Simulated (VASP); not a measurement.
Wanted: the native input for a VASP 6.6.1 run.

| Quantity | Value |
| --- | --- |
| Task | single point |
| Functional | PBE |
| Potentials or basis | VASP PAW PBE potentials, release 64 (Fe) |
| Cutoff | 520 eV |
| k mesh | 22 × 22 × 22 |
| Occupations | gaussian, width 0.05 eV |
| Spin | no spin polarisation |
| Dipole correction | no |
| Further INCAR settings | ALGO = Fast; EDIFF = 1e-06; NBANDS = 10 |

The structure of Fe lies in POSCAR:

```
Fe
1.0
   -1.3971028807      1.3971028807      1.3971028807
    1.3971028807     -1.3971028807      1.3971028807
    1.3971028807      1.3971028807     -1.3971028807
Fe
1
Direct
    0.0000000000      0.0000000000      0.0000000000
```

This cell differs from its parent crystal: volume scaled by 1.040.

One way to write it, as run:

INCAR

```
  PREC = Accurate
  ENCUT = 520
  EDIFF = 1E-6
  ISMEAR = 0
  SIGMA = 0.05
  LREAL = False
  LASPH = True
  NELM = 80
  ALGO = Fast
  ISIF = 2
  LWAVE = False
  LCHARG = True
  GGA = PE
  LELF = True
  LVHAR = True
  NBANDS = 10
```

KPOINTS

```
regular mesh
0
Gamma
  22 22 22
```

Potentials or basis: VASP PAW PBE potentials, release 64 (Fe).

Command:

```console
$ cat potpaw_PBE.64/Fe/POTCAR > POTCAR
$ mpirun -np 1 vasp_std > vasp.out
```

It gave:

The pressure is -10.0 GPa and the band gap on the k mesh is zero (band 4 reaches 7.27 eV, above the bottom of band 5 at 5.29 eV).

Caveat: the run has no spin polarisation, though such a crystal can be magnetic.

Run time: 27 s on 1 thread of AMD EPYC 7R13 Processor (Zen 3) (shared host), peak memory 0.12 GiB.
